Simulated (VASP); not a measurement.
# As (R-3m) in VASP: further runs

Aim: see how the results for As move with the level of theory and the settings. Levels: LDA, PBEsol, PBE. Tasks: single point.

All numbers are computed with VASP 6.6.1; they aren't measurements. Logs are shortened: lines on timing, memory, paths and dates and some standing lists are left out, and cuts for length are marked.

**1. The cell of the first run**

It takes space group R-3m (No. 166, trigonal). Conventional cell: a = 3.762 Å, b = 3.762 Å, c = 9.986 Å, α = 90.00°, β = 90.00°, γ = 120.00°. As (site symmetry 3m) has 6 As at 2.52 to 2.99 Å within 3.3 Å.

**2. Single point, LDA**

The input, INCAR:

```
SYSTEM = As
  PREC = Accurate
  ENCUT = 520
  EDIFF = 1E-7
  ISMEAR = -1
  SIGMA = 0.05
  LREAL = .False.
  LASPH = .True.
  NELM = 100
  ALGO = Normal
  ISIF = 2
  LWAVE = .False.
  LCHARG = .False.
  GGA = CA
  NBANDS = 12
```

The input, KPOINTS:

```
Automatic mesh
0
Gamma
  9 9 9
  0 0 0
```

The input, POSCAR:

```
As
1.0
    1.8808227867      1.0858935422      3.3287673056
   -1.8808227867      1.0858935422      3.3287673056
    0.0000000000     -2.1717870844      3.3287673056
As
2
Direct
    0.2303218957      0.2303218957      0.2303218957
    0.7696781043      0.7696781043      0.7696781043
```

Potentials or basis: VASP PAW LDA potentials, release 64 (As).

The run is started by

```bash
$ cat potpaw_LDA.64/As/POTCAR > POTCAR
$ mpirun -np 1 vasp_std > vasp.out
```

OUTCAR:

```text
SYSTEM = As
   PREC = Accurate
   ENCUT = 520
   EDIFF = 1E-7
   ISMEAR = -1
   LREAL = .False.
   LASPH = .True.
   NELM = 100
   ISIF = 2
   GGA = CA

 ion  position               nearest neighbor table
   1  0.230  0.230  0.230-   2 2.52   2 2.52   2 2.52
   2  0.770  0.770  0.770-   1 2.52   1 2.52   1 2.52

  LATTYP: Found a trigonal (rhomboedric) cell.
 ALAT       =     3.9745881440
 COS(alpha) =     0.5521408147

  Lattice vectors:

 A1 = (   1.8808227867,   1.0858935422,   3.3287673056)
 A2 = (  -1.8808227867,   1.0858935422,   3.3287673056)
 A3 = (   0.0000000000,  -2.1717870844,   3.3287673056)

Analysis of symmetry for initial positions (statically):
=====================================================================
 Subroutine PRICEL returns:
 Original cell was already a primitive cell.

 Routine SETGRP: Setting up the symmetry group for a
 trigonal (rhombohedral) supercell.

 Subroutine GETGRP returns: Found 12 space group operations
 (whereof 12 operations were pure point group operations)
 out of a pool of 12 trial point group operations.

The static configuration has the point symmetry D_3d.

Analysis of symmetry for dynamics (positions and initial velocities):
=====================================================================
 Subroutine PRICEL returns:
 Original cell was already a primitive cell.

 Routine SETGRP: Setting up the symmetry group for a
 trigonal (rhombohedral) supercell.

 Subroutine GETGRP returns: Found 12 space group operations
 (whereof 12 operations were pure point group operations)
 out of a pool of 12 trial point group operations.

The dynamic configuration has the point symmetry D_3d.

 Subroutine INISYM returns: Found 12 space group operations
 (whereof 12 operations are pure point group operations),
 and found     1 'primitive' translations

----------------------------------------------------------------------------------------

                                     Primitive cell

  volume of cell :      40.7915

  direct lattice vectors                    reciprocal lattice vectors
     1.880822787  1.085893542  3.328767306     0.265841101  0.153483431  0.100137169
    -1.880822787  1.085893542  3.328767306    -0.265841101  0.153483431  0.100137169
     0.000000000 -2.171787084  3.328767306     0.000000000 -0.306966862  0.100137169

  length of vectors
     3.974588144  3.974588144  3.974588144     0.322887143  0.322887143  0.322887143

  position of ions in fractional coordinates (direct lattice)
     0.230321896  0.230321896  0.230321896
     0.769678104  0.769678104  0.769678104

[... 81 lines left out ...]
   NFREE  =      0    steps in history (QN), initial steepest desc. (CG)
   ISIF   =      2    stress and relaxation
   ISYM   =      2    0-nonsym 1-usesym 2-fastsym
   POTIM  = 0.5000    time-step for ionic-motion
   TEBEG  =    0.0;   TEEND  =   0.0 temperature during run
   PSTRESS=    0.0 pullay stress
   NELECT =      10.0000    total number of electrons
   NUPDOWN=      -1.0000    fix difference up-down
   EMIN   =  10.00;   EMAX   =-10.00  energy-range for DOS
   EFERMI =   0.00;   METHOD = LEGACY
   ISMEAR =    -1;   SIGMA  =   0.05  broadening in eV -4-tet -1-fermi 0-gaus
   EFERMI_NEDOS =   21; number of points for ismear=-14 and -15
   IALGO  =     38    algorithm
   IMIX   =      4    mixing-type and parameters
     AMIX     =   0.40;   BMIX     =  1.00
     AMIX_MAG =   1.60;   BMIX_MAG =  1.00
  volume/ion in A,a.u.               =      20.40       137.64
  Fermi-wavevector in a.u.,A,eV,Ry     =   1.024593  1.936201 14.283283  1.049792
  Thomas-Fermi vector in A             =   2.158389
   LORBIT       =      0    0 simple, 1 ext, 2 COOP (PROOUT), +10 PAW based schemes
   GGA     = CA    functional components
   LHFCALC =     F    Hartree Fock is set to
   AEXX    =    0.0000 exact exchange contribution
   IVDW    =     0    specifies the selected vdW correction
   LEPSILON=     F    determine dielectric tensor
   LRPA    =     F    only Hartree local field effects (RPA)
 non-spin polarized calculation
  energy-cutoff  :      520.00
  volume of cell :       40.79
 maximum number of plane-waves:      1110
 NGX is ok and might be reduce to    30
   NGX = 15   NGY = 15   NGZ = 15

 number of electron      10.0000001 magnetization

 Free energy of the ion-electron system (eV)
  ---------------------------------------------------
  ext. energy  EPLUGINS =         0.00000000
  ---------------------------------------------------
  free energy    TOTEN  =       -10.79371012 eV

  energy without entropy =      -10.79234824  energy(sigma->0) =      -10.79302918

 E-fermi :   5.9898     XC(G=0): -10.4104

 val. band max:        5.9348135059   @ k =   0.3333   0.2222   0.2222
 cond. band min:       6.0172487044   @ k =   0.4444  -0.0000   0.0000
 fundamental gap:      0.0824351985
 Fermi energy:         5.9898211986

 k-point     1 :       0.0000    0.0000    0.0000
  band No.  band energies     occupation
      1      -9.3372      2.00000
      2       0.5100      2.00000
      3       3.6136      2.00000
      4       3.8704      2.00000
      5       3.8704      2.00000
      6       8.1199      0.00000
      7       9.1619      0.00000
      8       9.1619      0.00000
      9      12.4718      0.00000
     10      12.4718      0.00000
     11      12.9175      0.00000
     12      14.5964      0.00000
[... 331 lines left out ...]
 k-point    24 :       0.4444    0.4444    0.0000
  band No.  band energies     occupation
      1      -6.5649      2.00000
      2      -3.4330      2.00000
      3      -0.2875      2.00000
      4       1.6397      2.00000
      5       1.6477      2.00000
      6       7.5558      0.00000
      7      11.7239      0.00000
      8      12.7010      0.00000
      9      13.3630      0.00000
     10      16.6707      0.00000
     11      18.1023      0.00000
     12      19.6813      0.00000

 [... further k-points ...]
[... 5 lines left out ...]
  --------------------------------------------------------------------------------------
  -------------------------------------------------------------------------------------
  Total        0.1321938      0.1321938      0.0887944      0.0000000      0.0000000      0.0000000
  in kB        5.1922049      5.1922049      3.4875960      0.0000000      0.0000000      0.0000000
  external PRESSURE =       4.6240020 kB  Pullay stress =       0.0000000 kB

 VOLUME and BASIS-vectors are now :
 -----------------------------------------------------------------------------
  energy-cutoff  :      520.00
  volume of cell :       40.79
      direct lattice vectors                 reciprocal lattice vectors
     1.880822787  1.085893542  3.328767306     0.265841101  0.153483431  0.100137169
    -1.880822787  1.085893542  3.328767306    -0.265841101  0.153483431  0.100137169
     0.000000000 -2.171787084  3.328767306     0.000000000 -0.306966862  0.100137169

 POSITION                                       TOTAL-FORCE (eV/Angst)
 -----------------------------------------------------------------------------------
      0.00000      0.00000      2.30006         0.000000     -0.000000      0.067554
      0.00000      0.00000      7.68624         0.000000      0.000000     -0.067554
 -----------------------------------------------------------------------------------
    total drift:                                0.000000      0.000000     -0.000000

  FREE ENERGIE OF THE ION-ELECTRON SYSTEM (eV)
  ---------------------------------------------------
  free  energy   TOTEN  =       -10.7937101211 eV

  energy  without entropy=      -10.7923482439  energy(sigma->0) =      -10.79302918
```

It took 16 s on 1 thread of Intel Xeon 6975P-C (Granite Rapids), shared host; peak memory 0.16 GiB.

What came out:

| Item | Value |
| --- | --- |
| Free energy | -10.7937 eV |
| Pressure | 0.5 GPa |
| Largest force | 0.068 eV/Å |
| Band gap on the k mesh | 0.08 eV, indirect (least direct gap 0.60 eV) |

Forces on the atoms (eV/Å):
```
As   0.000  0.000  0.068
As   0.000  0.000 -0.068
```

**3. Single point, PBEsol**

This run uses another cell than the first one, of 20.87 Å³/atom, 1.023 times its volume.

The input, INCAR:

```
SYSTEM = As
ALGO     = Normal         ! electronic algorithm
EDIFF    = 1E-7           ! SCF threshold, eV
ENCUT    = 520            ! plane-wave cutoff, eV
GGA      = PS             ! functional
ISIF     = 2              ! what is computed and relaxed
ISMEAR   = -1             ! smearing method
LASPH    = .TRUE.         ! aspherical terms in the spheres
LCHARG   = .FALSE.        ! write CHGCAR
LREAL    = .FALSE.        ! projectors in reciprocal space
LWAVE    = .FALSE.        ! write WAVECAR
NBANDS   = 12             ! bands
NELM     = 60             ! most SCF steps
PREC     = Accurate       ! precision mode
SIGMA    = 0.05           ! smearing width, eV
```

The input, KPOINTS:

```
k-points
0
G
  9 9 9
  0 0 0
```

The input, POSCAR:

```
As
1.0
    1.8919324442      1.0923077059      3.3659656886
   -1.8919324442      1.0923077059      3.3659656886
    0.0000000000     -2.1846154119      3.3659656886
As
2
Direct
    0.2300109909      0.2300109909      0.2300109909
    0.7699890091      0.7699890091      0.7699890091
```

Potentials or basis: VASP PAW PBE potentials, release 64 (As).

The run is started by

```bash
$ cat potpaw_PBE.64/As/POTCAR > POTCAR
$ mpirun -np 1 vasp_std > vasp.out
```

OUTCAR:

```text
SYSTEM = As
   EDIFF = 1E-7
   ENCUT = 520
   GGA = PS
   ISIF = 2
   ISMEAR = -1
   LASPH = .TRUE.
   LREAL = .FALSE.
   NELM = 60
   PREC = Accurate

 ion  position               nearest neighbor table
   1  0.230  0.230  0.230-   2 2.53   2 2.53   2 2.53
   2  0.770  0.770  0.770-   1 2.53   1 2.53   1 2.53

  LATTYP: Found a trigonal (rhomboedric) cell.
 ALAT       =     4.0127633265
 COS(alpha) =     0.5554156673

  Lattice vectors:

 A1 = (   1.8919324442,   1.0923077059,   3.3659656886)
 A2 = (  -1.8919324442,   1.0923077059,   3.3659656886)
[... 537 lines left out ...]
      8      12.2633      0.00000
      9      12.8523      0.00000
     10      16.1720      0.00000
     11      17.5166      0.00000
     12      19.0419      0.00000

 [... further k-points ...]
[... 5 lines left out ...]
  --------------------------------------------------------------------------------------
  -------------------------------------------------------------------------------------
  Total        0.1133804      0.1133804      0.0786057      0.0000000     -0.0000000      0.0000000
  in kB        4.3524826      4.3524826      3.0175416      0.0000000     -0.0000000      0.0000000
  external PRESSURE =       3.9075023 kB  Pullay stress =       0.0000000 kB

 VOLUME and BASIS-vectors are now :
 -----------------------------------------------------------------------------
  energy-cutoff  :      520.00
  volume of cell :       41.74
      direct lattice vectors                 reciprocal lattice vectors
     1.891932444  1.092307706  3.365965689     0.264280049  0.152582158  0.099030520
    -1.891932444  1.092307706  3.365965689    -0.264280049  0.152582158  0.099030520
     0.000000000 -2.184615412  3.365965689     0.000000000 -0.305164315  0.099030520

 POSITION                                       TOTAL-FORCE (eV/Angst)
 -----------------------------------------------------------------------------------
      0.00000     -0.00000      2.32263         0.000000     -0.000000      0.059414
      0.00000     -0.00000      7.77527         0.000000      0.000000     -0.059414
 -----------------------------------------------------------------------------------
    total drift:                               -0.000000     -0.000000      0.000000

  FREE ENERGIE OF THE ION-ELECTRON SYSTEM (eV)
  ---------------------------------------------------
  free  energy   TOTEN  =       -10.2262258169 eV

  energy  without entropy=      -10.2248813187  energy(sigma->0) =      -10.22555357
```

OSZICAR:

```text
N       E                     dE             d eps       ncg     rms          rms(c)
DAV:   1     0.269258564105E+02    0.26926E+02   -0.41694E+03  2040   0.694E+02
DAV:   2    -0.869770958906E+01   -0.35624E+02   -0.34096E+02  2700   0.110E+02
DAV:   3    -0.102469744796E+02   -0.15493E+01   -0.15425E+01  2604   0.235E+01
DAV:   4    -0.102539343514E+02   -0.69599E-02   -0.69594E-02  2316   0.179E+00
DAV:   5    -0.102539498238E+02   -0.15472E-04   -0.15472E-04  2572   0.930E-02    0.336E+00
DAV:   6    -0.102363355883E+02    0.17614E-01   -0.40646E-03  2336   0.365E-01    0.200E+00
DAV:   7    -0.102261829172E+02    0.10153E-01   -0.93559E-03  2352   0.565E-01    0.666E-02
DAV:   8    -0.102262149540E+02   -0.32037E-04   -0.21428E-04  2400   0.914E-02    0.207E-02
DAV:   9    -0.102262264724E+02   -0.11518E-04   -0.19577E-05  2472   0.271E-02    0.872E-03
DAV:  10    -0.102262258532E+02    0.61928E-06   -0.18215E-06  2416   0.728E-03    0.212E-03
DAV:  11    -0.102262258169E+02    0.36291E-07   -0.22090E-07  2404   0.286E-03
   1 F= -.10226226E+02 E0= -.10225554E+02  d E =-.134450E-02
```

stdout:

```text
POSCAR found type information on POSCAR As
 POSCAR found :  1 types and       2 ions
 scaLAPACK will be used
 -----------------------------------------------------------------------------
|                                                                             |
|                                                                             |
|     You enforced a specific xc type in the INCAR file but a different       |
|     I HOPE YOU KNOW WHAT YOU ARE DOING!                                     |
|                                                                             |
 -----------------------------------------------------------------------------

 LDA part: xc-table for (Slater+PW92), standard interpolation
 POSCAR, INCAR and KPOINTS ok, starting setup
 FFT: planning ... GRIDC
 FFT: planning ... GRID_SOFT
 FFT: planning ... GRID
 WAVECAR not read
 entering main loop
```

It took 19 s on 1 thread of Intel Xeon 6975P-C (Granite Rapids), shared host; peak memory 0.18 GiB.

Results:

| Item | Value |
| --- | --- |
| Free energy | -10.2262 eV |
| Pressure | 0.4 GPa |
| Largest force | 0.059 eV/Å |
| Band gap on the k mesh | 0.09 eV, indirect (least direct gap 0.60 eV) |

Forces on the atoms (eV/Å):
```
As   0.000  0.000  0.059
As   0.000  0.000 -0.059
```

Stress tensor (GPa, compression positive):
```
0.44 0.00 0.00
0.00 0.44 0.00
0.00 0.00 0.30
```

Caveat: the PAW data sets were made with another functional, which shifts forces and pressure a little. A k mesh can miss the band edges.

**4. Single point, PBE**

This run uses another cell than the first one, of 21.53 Å³/atom, 1.056 times its volume.

The input, INCAR:

```
SYSTEM = As
  PREC = Accurate
  ENCUT = 520
  EDIFF = 1E-7
  ISMEAR = 0
  SIGMA = 0.011
  LREAL = .False.
  LASPH = .True.
  NELM = 100
  ALGO = Normal
  ISIF = 2
  LWAVE = .False.
  LCHARG = .False.
  GGA = PE
  NBANDS = 12
```

The input, KPOINTS:

```
regular mesh
0
Gamma
  9 9 9
  0 0 0
```

The input, POSCAR:

```
As
1.0
    1.8807968987      1.0858785957      3.5140619945
   -1.8807968987      1.0858785957      3.5140619945
    0.0000000000     -2.1717571915      3.5140619945
As
2
Direct
    0.2260000000      0.2260000000      0.2260000000
    0.7740000000      0.7740000000      0.7740000000
```

The run is started by

```bash
$ cat potpaw_PBE.64/As/POTCAR > POTCAR
$ mpirun -np 1 vasp_std > vasp.out
```

Wall time 14 s (1 thread of Intel Xeon 6975P-C (Granite Rapids), shared host); peak memory 0.18 GiB.

It converged, with:

| Item | Value |
| --- | --- |
| Free energy | -9.3218 eV |
| Pressure | 4.1 GPa |
| Largest force | 0.491 eV/Å |
| Band gap on the k mesh | zero (band 5 reaches 5.50 eV, above the bottom of band 6 at 5.39 eV) |

Forces on the atoms (eV/Å):
```
As   0.000  0.000  0.491
As   0.000  0.000 -0.491
```

Stress tensor (GPa, compression positive):
```
4.25 0.00 0.00
0.00 4.25 0.00
0.00 0.00 3.65
```

Levels at points of the mesh, in eV from the Fermi level:
```
           k point  band 1  band 2  band 3  band 4  band 5  band 6  band 7  band 8  band 9  band 10
(0.00, 0.00, 0.00)  -15.06   -5.78   -2.47   -2.04   -2.04    1.59    2.91    2.91    6.89     6.89
```

**5. Summary**

```tsv
level	potentials or basis	cell	smearing	gap on the mesh (eV)	pressure (GPa)	largest force (eV/Å)
LDA	VASP PAW LDA potentials, release 64 (As)	a = 3.975 Å, angles 56.5°, 2 atoms	fermi-dirac 0.05 eV	0.08	0.5	0.07
PBEsol	VASP PAW PBE potentials, release 64 (As)	a = 4.013 Å, angles 56.3°, 2 atoms	fermi-dirac 0.05 eV	0.09	0.4	0.06
PBE	VASP PAW PBE potentials, release 64 (As)	a = 4.131 Å, angles 54.2°, 2 atoms	gaussian 0.011 eV	none	4.1	0.49
```

Alike in all rows: task single point; no spin polarisation; k mesh 9 × 9 × 9; cutoff (eV) 520.

Caveats: the PAW data sets were made with another functional, which shifts forces and pressure a little (some runs).

Total energies depend on the potentials used, so only differences within one code and one set of settings carry meaning.
